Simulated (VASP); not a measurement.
# H16CO7 in VASP: further runs

H16CO7 is run at these levels: PBEsol; tasks: single point.

Everything below comes from runs of VASP 6.6.1. Logs are shortened: lines on timing, memory, paths and dates and some standing lists are left out, and cuts for length are marked.

## 1. The cell of the first run

The cell holds a disordered packing, 24 atoms: a = 5.825 Å, b = 5.825 Å, c = 5.825 Å, α = 90.00°, β = 90.00°, γ = 90.00°.

## 2. Single point, PBEsol

INCAR

```
PREC = Accurate
ENCUT = 520
EDIFF = 1E-6
ISMEAR = -1
SIGMA = 0.02
LREAL = False
LASPH = True
NELM = 120
ALGO = Normal
ISIF = 2
LWAVE = False
LCHARG = False
GGA = PS
NBANDS = 49
GGA_COMPAT = False
```

KPOINTS

```
Automatic mesh
0
Gamma
  1 1 1
```

POSCAR

```
H16CO7
1.0
    5.8245490000      0.0000000000      0.0000000000
    0.0000000000      5.8245490000      0.0000000000
    0.0000000000      0.0000000000      5.8245490000
O H C
7 16 1
Direct
    0.7540497985      0.9359522943      0.7954435614
    0.6558619388      0.3397344584      1.0136235441
    0.5034209516      0.5456731500      0.4127186500
    0.0159497328      0.9089974177      0.4319647753
    0.4294924809      1.0429477029      0.3062898089
    0.2743903434      0.2116730411      0.6943370208
    0.0119322543      0.5463083923      0.7951001872
    0.8088179875      0.7854513714      0.7989459785
    0.7653124731      1.0310326173      0.9408453770
    0.8010233925      0.3945198160      0.9340465674
    0.5528153339      0.3144792841      0.8869184550
    0.5537081068      0.4873682065      0.2553845800
    0.4316042324      0.7039858365      0.3779863471
   -0.1410409630      0.9532068491      0.4752814338
    0.0472826308      0.7771932213      0.5287276320
    0.2716090121      1.0051937068      0.2515216200
    0.4898920071      1.1578407187      0.1923410722
    0.3592381144      0.1899889588      0.5446086899
    0.1789494775      0.0771905258      0.6851345915
    0.1147728348      0.7853826966      1.0477892795
    0.1095535465      0.3946399970      0.7292581795
    0.2059901977      0.4918320715      1.1068153088
    0.3546197311      0.6823532603      0.8805832005
    0.1873449773      0.6322206234      0.9689677261
```

Potentials or basis: VASP PAW PBE potentials, release 64 (O, H, C).

Launch:

```sh
$ cat potpaw_PBE.64/O/POTCAR potpaw_PBE.64/H/POTCAR potpaw_PBE.64/C/POTCAR > POTCAR
$ mpirun -np 1 vasp_gam > vasp.out
```

OUTCAR:

```text
PREC = Accurate
   ENCUT = 520
   EDIFF = 1E-6
   ISMEAR = -1
   LREAL = False
   LASPH = True
   NELM = 120
   ISIF = 2
   GGA = PS

 ion  position               nearest neighbor table
   1  0.754  0.936  0.795-   8 0.93   9 1.01
   2  0.656  0.340  0.014-  11 0.96  10 1.02
   3  0.503  0.546  0.413-  12 1.02  13 1.03
   4  0.016  0.909  0.432-  15 0.97  14 0.98
   5  0.429  0.043  0.306-  16 1.00  17 1.01
   6  0.274  0.212  0.694-  19 0.96  18 1.01
   7  0.012  0.546  0.795-  21 1.12  24 1.52
   8  0.809  0.785  0.799-   1 0.93
   9  0.765  0.031  0.941-   1 1.01
  10  0.801  0.395  0.934-   2 1.02
  11  0.553  0.314  0.887-   2 0.96
  12  0.554  0.487  0.255-   3 1.02
  13  0.432  0.704  0.378-   3 1.03
[... 8 lines left out ...]
  22  0.206  0.492  0.107-  24 1.15
  23  0.355  0.682  0.881-  24 1.14
  24  0.187  0.632  0.969-  20 1.09  23 1.14  22 1.15   7 1.52

  LATTYP: Found a simple cubic cell.
 ALAT       =     5.8245490000

  Lattice vectors:

 A1 = (   5.8245490000,   0.0000000000,   0.0000000000)
 A2 = (   0.0000000000,   5.8245490000,   0.0000000000)
 A3 = (   0.0000000000,   0.0000000000,   5.8245490000)

Analysis of symmetry for initial positions (statically):
=====================================================================
 Subroutine PRICEL returns:
 Original cell was already a primitive cell.

 Routine SETGRP: Setting up the symmetry group for a
 simple cubic supercell.

 Subroutine GETGRP returns: Found  1 space group operations
 (whereof  1 operations were pure point group operations)
 out of a pool of 48 trial point group operations.

The static configuration has the point symmetry C_1 .

Analysis of symmetry for dynamics (positions and initial velocities):
=====================================================================
 Subroutine PRICEL returns:
 Original cell was already a primitive cell.

 Routine SETGRP: Setting up the symmetry group for a
 simple cubic supercell.

 Subroutine GETGRP returns: Found  1 space group operations
 (whereof  1 operations were pure point group operations)
 out of a pool of 48 trial point group operations.

The dynamic configuration has the point symmetry C_1 .

 Subroutine INISYM returns: Found  1 space group operations
[... 117 lines left out ...]
   EDIFF  = 0.1E-05   stopping-criterion for ELM
   LREAL  =      F    real-space projection
   EDIFFG = 0.1E-04   stopping-criterion for IOM
   NSW    =      0    number of steps for IOM
   IBRION =     -1    ionic relax: 0-MD 1-quasi-New 2-CG
   NFREE  =      0    steps in history (QN), initial steepest desc. (CG)
   ISIF   =      2    stress and relaxation
   ISYM   =      2    0-nonsym 1-usesym 2-fastsym
   POTIM  = 0.5000    time-step for ionic-motion
   TEBEG  =    0.0;   TEEND  =   0.0 temperature during run
   PSTRESS=    0.0 pullay stress
   NELECT =      62.0000    total number of electrons
   NUPDOWN=      -1.0000    fix difference up-down
   EMIN   =  10.00;   EMAX   =-10.00  energy-range for DOS
   EFERMI =   0.00;   METHOD = LEGACY
   ISMEAR =    -1;   SIGMA  =   0.02  broadening in eV -4-tet -1-fermi 0-gaus
   EFERMI_NEDOS =   21; number of points for ismear=-14 and -15
   IALGO  =     38    algorithm
   IMIX   =      4    mixing-type and parameters
     AMIX     =   0.40;   BMIX     =  1.00
     AMIX_MAG =   1.60;   BMIX_MAG =  1.00
  volume/ion in A,a.u.               =       8.23        55.56
  Fermi-wavevector in a.u.,A,eV,Ry     =   1.112440  2.102206 16.837506  1.237522
  Thomas-Fermi vector in A             =   2.249014
   LORBIT       =      0    0 simple, 1 ext, 2 COOP (PROOUT), +10 PAW based schemes
   GGA     = PS    functional components
   LHFCALC =     F    Hartree Fock is set to
   AEXX    =    0.0000 exact exchange contribution
   IVDW    =     0    specifies the selected vdW correction
   LEPSILON=     F    determine dielectric tensor
   LRPA    =     F    only Hartree local field effects (RPA)
 non-spin polarized calculation
  energy-cutoff  :      520.00
  volume of cell :      197.60
 maximum number of plane-waves:      2689
 NGX is ok and might be reduce to    42
   NGX = 21   NGY = 21   NGZ = 21

 number of electron      62.0000011 magnetization

 Free energy of the ion-electron system (eV)
  ---------------------------------------------------
  ext. energy  EPLUGINS =         0.00000000
  ---------------------------------------------------
  free energy    TOTEN  =      -118.51110285 eV

  energy without entropy =     -118.51110285  energy(sigma->0) =     -118.51110285

 E-fermi :  -1.8548     XC(G=0):  -7.7938

 val. band max:       -2.3797129817   @ k =   0.0000   0.0000   0.0000
 cond. band min:       2.1437338732   @ k =   0.0000   0.0000   0.0000
 fundamental gap:      4.5234468549
 Fermi energy:        -1.8548055752

 k-point     1 :       0.0000    0.0000    0.0000
  band No.  band energies     occupation
      1     -22.1504      2.00000
      2     -21.6963      2.00000
      3     -21.3045      2.00000
      4     -21.2050      2.00000
      5     -20.7316      2.00000
      6     -20.5275      2.00000
[... 35 lines left out ...]
     42       8.3295      0.00000
     43       8.4788      0.00000
 [bands above 43 left out]

------------------------ aborting loop because EDIFF is reached ----------------------------------------

  FORCE on cell =-STRESS in cart. coord.  units (eV):
  Direction    XX          YY          ZZ          XY          YZ          ZX
  --------------------------------------------------------------------------------------
  -------------------------------------------------------------------------------------
  Total       -1.8532845      0.1445930     -3.2052529     -0.3813278     -0.3167225     -0.3941418
  in kB      -15.0267748      1.1723870    -25.9887849     -3.0918766     -2.5680447     -3.1957745
  external PRESSURE =     -13.2810575 kB  Pullay stress =       0.0000000 kB

 VOLUME and BASIS-vectors are now :
 -----------------------------------------------------------------------------
  energy-cutoff  :      520.00
  volume of cell :      197.60
      direct lattice vectors                 reciprocal lattice vectors
     5.824549000  0.000000000  0.000000000     0.171687113  0.000000000  0.000000000
     0.000000000  5.824549000  0.000000000     0.000000000  0.171687113  0.000000000
     0.000000000  0.000000000  5.824549000     0.000000000  0.000000000  0.171687113

 POSITION                                       TOTAL-FORCE (eV/Angst)
 -----------------------------------------------------------------------------------
      4.39200      5.45150      4.63310        -1.258451      3.649914      0.576601
      3.82010      1.97880      0.07935         0.898098     -0.161707      0.491361
      2.93220      3.17830      2.40390        -0.571542      1.561795     -1.210815
      0.09290      5.29450      2.51600         0.054118      0.455179     -0.663493
      2.50160      0.25015      1.78400        -0.461569      0.582175     -1.188713
      1.59820      1.23290      4.04420         0.481468      0.860071      0.257100
[... 16 lines left out ...]
      2.06550      3.97440      5.12900        -0.778891     -0.603295      0.400969
      1.09120      3.68240      5.64380        -0.557698     -1.275836     -0.789806
 -----------------------------------------------------------------------------------
    total drift:                                0.001077      0.000704      0.000872

  FREE ENERGIE OF THE ION-ELECTRON SYSTEM (eV)
  ---------------------------------------------------
  free  energy   TOTEN  =      -118.5111028501 eV

  energy  without entropy=     -118.5111028501  energy(sigma->0) =     -118.51110285
```

OSZICAR:

```text
N       E                     dE             d eps       ncg     rms          rms(c)
DAV:   1     0.428071572945E+03    0.42807E+03   -0.34998E+04    98   0.121E+03
DAV:   2    -0.904052403340E+02   -0.51848E+03   -0.49743E+03   132   0.290E+02
DAV:   3    -0.127879899417E+03   -0.37475E+02   -0.37237E+02   124   0.813E+01
DAV:   4    -0.128365110575E+03   -0.48521E+00   -0.48443E+00   124   0.103E+01
DAV:   5    -0.128370835691E+03   -0.57251E-02   -0.57231E-02   116   0.111E+00    0.192E+01
DAV:   6    -0.118988931318E+03    0.93819E+01   -0.25227E+01   116   0.228E+01    0.776E+00
DAV:   7    -0.118630257670E+03    0.35867E+00   -0.11330E+00   124   0.478E+00    0.470E+00
DAV:   8    -0.118502399996E+03    0.12786E+00   -0.32674E-01   116   0.334E+00    0.597E-01
DAV:   9    -0.118503145507E+03   -0.74551E-03   -0.41662E-02   116   0.112E+00    0.273E-01
DAV:  10    -0.118509055818E+03   -0.59103E-02   -0.85368E-03   108   0.442E-01    0.135E-01
DAV:  11    -0.118510151872E+03   -0.10961E-02   -0.79454E-04   124   0.176E-01    0.720E-02
DAV:  12    -0.118511023936E+03   -0.87206E-03   -0.74609E-04   108   0.132E-01    0.266E-02
DAV:  13    -0.118511086597E+03   -0.62661E-04   -0.67674E-05   124   0.493E-02    0.985E-03
DAV:  14    -0.118511099796E+03   -0.13199E-04   -0.14058E-05   108   0.183E-02    0.597E-03
DAV:  15    -0.118511102590E+03   -0.27938E-05   -0.36083E-06   116   0.119E-02    0.200E-03
DAV:  16    -0.118511102850E+03   -0.25989E-06   -0.46941E-07   100   0.441E-03
   1 F= -.11851110E+03 E0= -.11851110E+03  d E =-.435650E-11
```

stdout:

```text
POSCAR found type information on POSCAR O H C
 POSCAR found :  3 types and      24 ions
 scaLAPACK will be used
 -----------------------------------------------------------------------------
|                                                                             |
|                                                                             |
|     You have a (more or less) 'large supercell' and for larger cells it     |
|     might be more efficient to use real-space projection operators.         |
|     Therefore, try LREAL= Auto in the INCAR file.                           |
|     Mind: For very accurate calculation, you might also keep the            |
|     reciprocal projection scheme (i.e. LREAL=.FALSE.).                      |
|                                                                             |
 -----------------------------------------------------------------------------

 -----------------------------------------------------------------------------
|                                                                             |
|                                                                             |
|     You enforced a specific xc type in the INCAR file but a different       |
|     I HOPE YOU KNOW WHAT YOU ARE DOING!                                     |
|                                                                             |
 -----------------------------------------------------------------------------

 LDA part: xc-table for (Slater+PW92), standard interpolation
 POSCAR, INCAR and KPOINTS ok, starting setup
 FFT: planning ... GRIDC
 FFT: planning ... GRID_SOFT
 FFT: planning ... GRID
 WAVECAR not read
 entering main loop
```

Run time: 39 s. Hardware: 1 thread of Intel Xeon 8259CL, shared host; peak memory 0.27 GiB.

What came out:

```yaml
Free_energy: -118.5111 eV
Pressure: -1.3 GPa
Largest_force: 3.904 eV/Å
```

Forces in eV/Å, atoms in the order of the input:
```
O   -1.258  3.650  0.577
O    0.898 -0.162  0.491
O   -0.572  1.562 -1.211
O    0.054  0.455 -0.663
O   -0.462  0.582 -1.189
O    0.481  0.860  0.257
O    2.196 -0.824  0.639
H    1.036 -2.434  0.693
H   -0.120 -1.235 -1.111
H   -0.016  0.466  0.255
H   -1.017 -0.182 -0.926
H   -0.138  0.644  1.056
H    1.289 -1.869  0.427
H    0.106 -0.048  0.217
H   -0.129 -0.848  0.347
H    0.425  0.167  0.572
H    0.155 -0.763  0.529
H    0.053  0.320 -0.111
H   -0.919 -0.941  0.039
H   -0.341  0.187  0.203
H   -0.486  1.179  0.192
H    0.102  1.111 -0.894
H   -0.779 -0.603  0.401
C   -0.558 -1.276 -0.790
```

Stress tensor (GPa, compression positive):
```
-1.50 -0.31 -0.32
-0.31  0.12 -0.26
-0.32 -0.26 -2.60
```

Levels at points of the mesh, in eV from the Fermi level:
```csv
k point,band 28,band 29,band 30,band 31,band 32,band 33,band 34,band 35
"(0.00, 0.00, 0.00)",-1.41,-1.23,-0.88,-0.52,4.00,6.55,7.01,7.56
```

Caveat: the k points lie up to 1.08 Å⁻¹ apart, too coarse for converged energies, forces and pressures; the atoms stand as in a frame of molecular dynamics; the PAW data sets were made with another functional, which shifts forces and pressure a little.

## 3. Single point, PBEsol

INCAR

```
ALGO = Normal ; EDIFF = 1E-6
ENCUT = 520 ; GGA = PS
GGA_COMPAT = False ; ISIF = 2
ISMEAR = -1 ; LASPH = True
LCHARG = False ; LREAL = False
LWAVE = False ; NBANDS = 49
NELM = 120 ; PREC = Accurate
SIGMA = 0.02
```

KPOINTS

```
k-points
0
Gamma
  1 1 1
```

POSCAR

```
H16CO7
1.0
    5.8245490000      0.0000000000      0.0000000000
    0.0000000000      5.8245490000      0.0000000000
    0.0000000000      0.0000000000      5.8245490000
O H C
7 16 1
Direct
    0.6996421526      0.8977690805      0.7586510132
    0.6601369479      0.3198530908      1.0145678232
    0.5136191661      0.5193020095      0.4658558113
    0.0338223612      0.8711232406      0.4770326424
    0.4758308326      0.9897075293      0.3161961553
    0.2395035221      0.2315887462      0.7062692751
    0.0194006437      0.5459306806      0.8773898202
    0.8114448003      0.8209219289      0.8418162505
    0.6741637850      1.0535407978      0.8335409317
    0.8038218925      0.4196891467      0.9915274127
    0.5476132143      0.3970779540      0.9087742244
    0.5881657103      0.4395705144      0.3326952868
    0.4998841970      0.6842074811      0.4148304015
   -0.1135538563      0.9146459237      0.5626014993
    0.0811736668      0.7147334497      0.5321785429
    0.3365239094      0.9943259126      0.2230558967
    0.5947584955      1.0412308318      0.2187808876
    0.3679598197      0.3087792720      0.6059009891
    0.1744512751      0.0985312339      0.6114979889
    0.1516168891      0.7968342270      1.0929258214
    0.0961447831      0.4047008618      0.7795968409
    0.2631963436      0.5297405859      1.1338903664
    0.3459667006      0.6801728340      0.8740762590
    0.2118103908      0.6466595096      1.0027900873
```

Potentials or basis: VASP PAW PBE potentials, release 64 (O, H, C).

Launch:

```sh
$ cat potpaw_PBE.64/O/POTCAR potpaw_PBE.64/H/POTCAR potpaw_PBE.64/C/POTCAR > POTCAR
$ mpirun -np 1 vasp_gam > vasp.out
```

It took 47 s on 1 thread of Intel Xeon 8259CL, shared host; peak memory 0.27 GiB.

The run converged. Its results:

- Free energy: -118.9289 eV
- Pressure: -0.1 GPa
- Largest force: 3.804 eV/Å

Forces on the atoms (eV/Å):
```
O   -2.334  2.800 -1.090
O   -0.286  0.634 -0.622
O    0.379  0.066 -0.710
O    0.417 -0.069  0.056
O   -1.270 -0.942  0.938
O    1.072  0.024 -1.395
O    0.251  0.106 -0.020
H    2.103 -1.774  1.769
H    0.244 -0.839 -0.228
H    0.072 -0.318 -0.226
H    0.586 -0.604  0.838
H   -0.446  0.332  0.431
H    0.129 -0.453  0.465
H    0.243 -0.790 -0.134
H   -0.594  1.142 -0.092
H    0.048  0.058  0.120
H    1.201  0.786 -1.184
H   -1.405 -0.421  0.562
H    0.351  0.226  0.290
H   -0.321  0.749  0.016
H   -0.234  0.408  0.653
H    0.602 -0.811  0.841
H    0.338  0.359  0.254
C   -1.148 -0.669 -1.535
```

Stress tensor (GPa, compression positive):
```
 1.56 -0.84  0.61
-0.84 -2.16 -1.24
 0.61 -1.24  0.36
```

Levels at points of the mesh, in eV from the Fermi level:
```
           k point  band 29  band 30  band 31  band 32  band 33  band 34
(0.00, 0.00, 0.00)    -1.11    -1.01    -0.50     4.07     6.86     7.27
```

Caveat: the k points lie up to 1.08 Å⁻¹ apart, too coarse for converged energies, forces and pressures; the atoms stand as in a frame of molecular dynamics; the PAW data sets were made with another functional, which shifts forces and pressure a little.
